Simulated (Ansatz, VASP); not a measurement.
## One calculation of TiTe2, two programs

```
Te Ti
1.0
     3.67869    0.00000    0.00000
    -1.83934    3.18584    0.00000
     0.00000    0.00000   24.55023
Te Ti
4 2
Direct
  0.33333 0.66667 0.18330
  0.66667 0.33333 0.32689
  0.00000 0.50000 0.47882
  0.33333 0.16667 0.62241
  0.00000 0.00000 0.25509
  0.66667 0.83333 0.55061
```

Alike in both runs: task single point; functional PBE; dispersion D3(BJ); k mesh 9 × 9 × 1; occupations gaussian, width 0.1 eV; no spin polarisation.

|  | VASP | Ansatz |
| --- | --- | --- |
| version | VASP 6.6.1 | Ansatz 0.2.0 |
| potentials or method | VASP PAW PBE potentials, release 64 (Te, Ti_sv), cutoff 520 eV | scalar-relativistic, plane waves, PAW |
| valence electrons in the cell | 48 | 88 |

Ansatz gave:

| Property | Result |
| --- | --- |
| gap on the k mesh at the Fermi level (eV) | none |
| rms of the force components (eV/Å) | 0.039 |

Which values does VASP return?

gap on the k mesh at the Fermi level (eV): none; rms of the force components (eV/Å): 0.040.

A gap of «none» marks a metal or a gap that the smearing closes. VASP's potentials hold 48 valence electrons a cell and Ansatz's 88, so a difference there can come from the potentials and not from the codes.

Neither program's run includes spin-orbit coupling.
